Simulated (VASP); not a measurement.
# ZnS (rock salt) (Fm-3m) in VASP: single point with PBEsol

Aim: the single point of ZnS (rock salt) with PBEsol.

Everything below comes from runs of VASP 6.6.1. Logs are shortened: lines on timing, memory, paths and dates and some standing lists are left out, and cuts for length are marked.

**1. The cell of the first run**

It takes space group Fm-3m (No. 225, cubic). Conventional cell: a = 4.957 Å, b = 4.957 Å, c = 4.957 Å, α = 90.00°, β = 90.00°, γ = 90.00°. Zn (site symmetry m-3m) has 6 S at 2.48 Å within 3.3 Å. S (site symmetry m-3m) has 6 Zn at 2.48 Å within 3.3 Å.

**2. Single point, PBEsol (volume scaled by 0.94)**

INCAR reads:

```
ALGO = Normal ; EDIFF = 1E-6
ENCUT = 520 ; GGA = PS
ISIF = 2 ; ISMEAR = 0
LASPH = True ; LCHARG = False
LREAL = False ; LWAVE = False
NBANDS = 16 ; NELM = 100
PREC = Accurate ; SIGMA = 0.05
```

KPOINTS reads:

```
k-points
0
Gamma
  14 14 14
```

POSCAR reads:

```
ZnS
1.0
    0.0000000000      2.4783528551      2.4783528551
    2.4783528551      0.0000000000      2.4783528551
    2.4783528551      2.4783528551      0.0000000000
Zn S
1 1
Direct
    0.0000000000      0.0000000000      0.0000000000
    0.5000000000      0.5000000000      0.5000000000
```

Potentials or basis: VASP PAW PBE potentials, release 64 (Zn, S).

Run with:

```sh
$ cat potpaw_PBE.64/Zn/POTCAR potpaw_PBE.64/S/POTCAR > POTCAR
$ mpirun -np 1 vasp_std > vasp.out
```

OUTCAR:

```text
EDIFF = 1E-6
   ENCUT = 520
   GGA = PS
   ISIF = 2
   ISMEAR = 0
   LASPH = True
   LREAL = False
   NELM = 100
   PREC = Accurate

 ion  position               nearest neighbor table
   1  0.000  0.000  0.000-   2 2.48   2 2.48   2 2.48   2 2.48   2 2.48   2 2.48
   2  0.500  0.500  0.500-   1 2.48   1 2.48   1 2.48   1 2.48   1 2.48   1 2.48

  LATTYP: Found a face centered cubic cell.
 ALAT       =     4.9567057102

  Lattice vectors:

 A1 = (   0.0000000000,   2.4783528551,   2.4783528551)
 A2 = (   2.4783528551,   0.0000000000,   2.4783528551)
 A3 = (   2.4783528551,   2.4783528551,   0.0000000000)

Analysis of symmetry for initial positions (statically):
=====================================================================
 Subroutine PRICEL returns:
 Original cell was already a primitive cell.

 Routine SETGRP: Setting up the symmetry group for a
 face centered cubic supercell.

 Subroutine GETGRP returns: Found 48 space group operations
 (whereof 48 operations were pure point group operations)
 out of a pool of 48 trial point group operations.

The static configuration has the point symmetry O_h .

Analysis of symmetry for dynamics (positions and initial velocities):
=====================================================================
 Subroutine PRICEL returns:
 Original cell was already a primitive cell.

 Routine SETGRP: Setting up the symmetry group for a
 face centered cubic supercell.

 Subroutine GETGRP returns: Found 48 space group operations
 (whereof 48 operations were pure point group operations)
 out of a pool of 48 trial point group operations.

The dynamic configuration has the point symmetry O_h .

 Subroutine INISYM returns: Found 48 space group operations
 (whereof 48 operations are pure point group operations),
 and found     1 'primitive' translations

----------------------------------------------------------------------------------------

                                     Primitive cell

  volume of cell :      30.4452

  direct lattice vectors                    reciprocal lattice vectors
     0.000000000  2.478352855  2.478352855    -0.201746898  0.201746898  0.201746898
     2.478352855  0.000000000  2.478352855     0.201746898 -0.201746898  0.201746898
     2.478352855  2.478352855  0.000000000     0.201746898  0.201746898 -0.201746898

  length of vectors
     3.504920220  3.504920220  3.504920220     0.349435877  0.349435877  0.349435877

  position of ions in fractional coordinates (direct lattice)
     0.000000000  0.000000000  0.000000000
     0.500000000  0.500000000  0.500000000

  ion indices of the primitive-cell ions
   primitive index   ion index
                 1           1
                 2           2

----------------------------------------------------------------------------------------

 KPOINTS: k-points

Automatic generation of k-mesh.
 Grid dimensions read from file:
 generate k-points for:   14   14   14

 Generating k-lattice:

  Cartesian coordinates                     Fractional coordinates (reciprocal lattice)
    -0.014410493  0.014410493  0.014410493     0.071428571  0.000000000  0.000000000
     0.014410493 -0.014410493  0.014410493     0.000000000  0.071428571  0.000000000
     0.014410493  0.014410493 -0.014410493     0.000000000  0.000000000  0.071428571

  Length of vectors
     0.024959706  0.024959706  0.024959706

  Shift w.r.t. Gamma in fractional coordinates (k-lattice)
     0.000000000  0.000000000  0.000000000

 Subroutine IBZKPT returns following result:
 ===========================================

 Found    104 irreducible k-points:

 Following reciprocal coordinates:
            Coordinates               Weight
  0.000000  0.000000  0.000000      1.000000
  0.071429  0.000000  0.000000      8.000000
  0.142857  0.000000  0.000000      8.000000
  0.214286  0.000000  0.000000      8.000000
  0.285714  0.000000  0.000000      8.000000
  0.357143  0.000000  0.000000      8.000000
[... 16 lines left out ...]
  0.214286  0.142857  0.000000     24.000000
  0.285714  0.142857  0.000000     24.000000
 [... further k-points ...]
   k-points           NKPTS =    104   k-points in BZ     NKDIM =    104   number of bands    NBANDS=     16
   number of dos      NEDOS =    301   number of ions     NIONS =      2
   total plane-waves  NPLWV =  21952
   dimension x,y,z NGX =    28 NGY =   28 NGZ =   28
   dimension x,y,z NGXF=    56 NGYF=   56 NGZF=   56
   ions per type =               1   1
   NGX,Y,Z   is equivalent  to a cutoff of  13.28, 13.28, 13.28 a.u.
   NGXF,Y,Z  is equivalent  to a cutoff of  26.56, 26.56, 26.56 a.u.
 SYSTEM =  unknown system
   PREC   = accura    normal or accurate (medium, high low for compatibility)
   ISTART =      0    job   : 0-new  1-cont  2-samecut
   ICHARG =      2    charge: 1-file 2-atom 10-const
   ISPIN  =      1    spin polarized calculation?
   LNONCOLLINEAR =      F non collinear calculations
   LSORBIT =      F    spin-orbit coupling
   LASPH  =      T    aspherical Exc in radial PAW
   ENCUT  =  520.0 eV  38.22 Ry    6.18 a.u.   6.52  6.52  6.52*2*pi/ulx,y,z
   NELM   =    100;   NELMIN=  2; NELMDL= -5     # of ELM steps
   EDIFF  = 0.1E-05   stopping-criterion for ELM
   LREAL  =      F    real-space projection
[... 7 lines left out ...]
   TEBEG  =    0.0;   TEEND  =   0.0 temperature during run
   PSTRESS=    0.0 pullay stress
   NELECT =      18.0000    total number of electrons
   NUPDOWN=      -1.0000    fix difference up-down
   EMIN   =  10.00;   EMAX   =-10.00  energy-range for DOS
   EFERMI =   0.00;   METHOD = LEGACY
   ISMEAR =     0;   SIGMA  =   0.05  broadening in eV -4-tet -1-fermi 0-gaus
   EFERMI_NEDOS =   21; number of points for ismear=-14 and -15
   IALGO  =     38    algorithm
   IMIX   =      4    mixing-type and parameters
     AMIX     =   0.40;   BMIX     =  1.00
     AMIX_MAG =   1.60;   BMIX_MAG =  1.00
  volume/ion in A,a.u.               =      15.22       102.73
  Fermi-wavevector in a.u.,A,eV,Ry     =   1.374018  2.596518 25.686798  1.887926
  Thomas-Fermi vector in A             =   2.499483
   LORBIT       =      0    0 simple, 1 ext, 2 COOP (PROOUT), +10 PAW based schemes
   GGA     = PS    functional components
   LHFCALC =     F    Hartree Fock is set to
   AEXX    =    0.0000 exact exchange contribution
   IVDW    =     0    specifies the selected vdW correction
   LEPSILON=     F    determine dielectric tensor
   LRPA    =     F    only Hartree local field effects (RPA)
 non-spin polarized calculation
 Gauss-broadening in eV      SIGMA  =   0.05
  energy-cutoff  :      520.00
  volume of cell :       30.45
 maximum number of plane-waves:       869
 NGX is ok and might be reduce to    28
   NGX = 13   NGY = 13   NGZ = 13

 number of electron      17.9999991 magnetization

 Free energy of the ion-electron system (eV)
  ---------------------------------------------------
  ext. energy  EPLUGINS =         0.00000000
  ---------------------------------------------------
  free energy    TOTEN  =        -7.03055978 eV

  energy without entropy =       -7.02978002  energy(sigma->0) =       -7.03016990

 E-fermi :   4.6855     XC(G=0): -11.3990

 val. band max:        4.6435148684   @ k =  -0.2857   0.1429   0.0000
 cond. band min:       4.6883905587   @ k =  -0.2143   0.1429   0.0000
 fundamental gap:      0.0448756904
 Fermi energy:         4.6854843268

 k-point     1 :       0.0000    0.0000    0.0000
  band No.  band energies     occupation
      1      -9.8507      2.00000
      2      -1.8341      2.00000
      3      -1.8341      2.00000
      4      -1.8191      2.00000
      5      -1.8191      2.00000
      6      -1.8191      2.00000
[... 8 lines left out ...]
     15      16.6367      0.00000
     16      16.6367      0.00000

 k-point     2 :       0.0714    0.0000    0.0000
  band No.  band energies     occupation
      1      -9.7827      2.00000
      2      -1.8545      2.00000
      3      -1.8545      2.00000
      4      -1.8296      2.00000
      5      -1.8105      2.00000
      6      -1.8105      2.00000
[... 8 lines left out ...]
     15      15.4056      0.00000
     16      16.5467      0.00000

 k-point     3 :       0.1429    0.0000    0.0000
  band No.  band energies     occupation
      1      -9.5827      2.00000
      2      -1.9145      2.00000
      3      -1.9145      2.00000
      4      -1.8665      2.00000
      5      -1.7824      2.00000
      6      -1.7824      2.00000
[... 8 lines left out ...]
     15      14.8529      0.00000
     16      16.2490      0.00000

 k-point     4 :       0.2143    0.0000    0.0000
  band No.  band energies     occupation
      1      -9.2636      2.00000
      2      -1.9995      2.00000
      3      -1.9995      2.00000
      4      -1.9512      2.00000
      5      -1.7409      2.00000
      6      -1.7409      2.00000
[... 8 lines left out ...]
     15      15.3255      0.00000
     16      16.0303      0.00000

 k-point     5 :       0.2857    0.0000    0.0000
  band No.  band energies     occupation
      1      -8.8533      2.00000
      2      -2.1375      2.00000
      3      -2.0909      2.00000
      4      -2.0909      2.00000
      5      -1.6942      2.00000
      6      -1.6942      2.00000
[... 8 lines left out ...]
     15      16.2062      0.00000
     16      16.2062      0.00000

 k-point     6 :       0.3571    0.0000    0.0000
  band No.  band energies     occupation
      1      -8.4069      2.00000
      2      -2.4938      2.00000
      3      -2.1708      2.00000
      4      -2.1708      2.00000
      5      -1.6517      2.00000
      6      -1.6517      2.00000
[... 8 lines left out ...]
     15      17.2983      0.00000
     16      17.2984      0.00000

 k-point     7 :       0.4286    0.0000    0.0000
  band No.  band energies     occupation
      1      -8.0285      2.00000
      2      -2.9194      2.00000
      3      -2.2247      2.00000
      4      -2.2247      2.00000
      5      -1.6219      2.00000
      6      -1.6219      2.00000
[... 8 lines left out ...]
     15      18.4177      0.00000
     16      18.4177      0.00000

 k-point     8 :       0.5000    0.0000    0.0000
  band No.  band energies     occupation
      1      -7.8723      2.00000
      2      -3.1147      2.00000
      3      -2.2438      2.00000
      4      -2.2438      2.00000
      5      -1.6112      2.00000
      6      -1.6112      2.00000
[... 8 lines left out ...]
     15      19.0100      0.00000
     16      19.0100      0.00000

 k-point     9 :       0.0714    0.0714    0.0000
  band No.  band energies     occupation
      1      -9.7604      2.00000
      2      -1.8858      2.00000
      3      -1.8288      2.00000
      4      -1.8285      2.00000
      5      -1.8134      2.00000
      6      -1.8134      2.00000
[... 8 lines left out ...]
     15      17.0112      0.00000
     16      17.0224      0.00000
[... 172 lines left out ...]
 k-point    19 :      -0.2143    0.0714    0.0000
  band No.  band energies     occupation
      1      -9.0833      2.00000
      2      -2.0704      2.00000
      3      -2.0655      2.00000
      4      -1.9484      2.00000
      5      -1.7386      2.00000
      6      -1.7033      2.00000
[... 8 lines left out ...]
     15      16.4131      0.00000
     16      16.8447      0.00000

 k-point    20 :      -0.1429    0.0714    0.0000
  band No.  band energies     occupation
      1      -9.4320      2.00000
      2      -1.9790      2.00000
      3      -1.9491      2.00000
      4      -1.8789      2.00000
      5      -1.7777      2.00000
      6      -1.7495      2.00000
[... 8 lines left out ...]
     15      15.9362      0.00000
     16      16.8643      0.00000

 k-point    21 :      -0.0714    0.0714    0.0000
  band No.  band energies     occupation
      1      -9.6710      2.00000
      2      -1.9039      2.00000
      3      -1.8766      2.00000
      4      -1.8430      2.00000
      5      -1.8027      2.00000
      6      -1.7886      2.00000
[... 8 lines left out ...]
     15      15.5921      0.00000
     16      17.0203      0.00000

 k-point    22 :       0.1429    0.1429    0.0000
  band No.  band energies     occupation
      1      -9.4986      2.00000
      2      -2.0275      2.00000
      3      -1.8551      2.00000
      4      -1.8137      2.00000
      5      -1.7943      2.00000
      6      -1.7943      2.00000
[... 8 lines left out ...]
     15      17.2688      0.00000
     16      18.0487      0.00000

 k-point    23 :       0.2143    0.1429    0.0000
  band No.  band energies     occupation
      1      -9.2698      2.00000
      2      -2.1232      2.00000
      3      -1.8827      2.00000
      4      -1.8528      2.00000
      5      -1.7729      2.00000
      6      -1.7460      2.00000
[... 8 lines left out ...]
     15      17.0380      0.00000
     16      18.2055      0.00000

 k-point    24 :       0.2857    0.1429    0.0000
  band No.  band energies     occupation
      1      -8.9373      2.00000
      2      -2.2324      2.00000
      3      -1.9370      2.00000
      4      -1.9261      2.00000
      5      -1.7393      2.00000
      6      -1.6909      2.00000
[... 8 lines left out ...]
     15      17.4001      0.00000
     16      18.1392      0.00000

 [... further k-points ...]

------------------------ aborting loop because EDIFF is reached ----------------------------------------

  FORCE on cell =-STRESS in cart. coord.  units (eV):
  Direction    XX          YY          ZZ          XY          YZ          ZX
  --------------------------------------------------------------------------------------
  -------------------------------------------------------------------------------------
  Total        0.8214055      0.8214055      0.8214055     -0.0000000     -0.0000000      0.0000000
  in kB       43.2263703     43.2263703     43.2263703     -0.0000000     -0.0000000      0.0000000
  external PRESSURE =      43.2263703 kB  Pullay stress =       0.0000000 kB

 VOLUME and BASIS-vectors are now :
 -----------------------------------------------------------------------------
  energy-cutoff  :      520.00
  volume of cell :       30.45
      direct lattice vectors                 reciprocal lattice vectors
     0.000000000  2.478352855  2.478352855    -0.201746898  0.201746898  0.201746898
     2.478352855  0.000000000  2.478352855     0.201746898 -0.201746898  0.201746898
     2.478352855  2.478352855  0.000000000     0.201746898  0.201746898 -0.201746898

 POSITION                                       TOTAL-FORCE (eV/Angst)
 -----------------------------------------------------------------------------------
      0.00000      0.00000      0.00000         0.000000     -0.000000      0.000000
      2.47835      2.47835      2.47835        -0.000000      0.000000      0.000000
 -----------------------------------------------------------------------------------
    total drift:                               -0.000000      0.000000      0.000000

  FREE ENERGIE OF THE ION-ELECTRON SYSTEM (eV)
  ---------------------------------------------------
  free  energy   TOTEN  =        -7.0305597832 eV

  energy  without entropy=       -7.0297800166  energy(sigma->0) =       -7.03016990
```

Run time: 65 s. Hardware: 1 thread of Intel Xeon Platinum 8375C at 2.90GHz (Ice Lake), shared host; peak memory 0.19 GiB.

Results:

| Quantity | Value |
| --- | --- |
| Free energy | -7.0306 eV |
| Pressure | 4.3 GPa |
| Band gap on the k mesh | zero (band 9 reaches 4.69 eV, above the bottom of band 10 at 4.27 eV) |

Levels at points of the mesh, in eV from the Fermi level:
```
           k point  band 7  band 8  band 9  band 10  band 11  band 12
(0.00, 0.00, 0.00)   -0.71   -0.71   -0.71     2.32     8.93     8.93
(0.50, 0.00, 0.00)   -5.61   -0.09   -0.09     3.71     5.38     5.38
(0.50, 0.50, 0.00)   -5.71   -2.89   -2.89    -0.41     5.07    12.44
```

Caveat: the PAW data sets were made with another functional, which shifts forces and pressure a little.
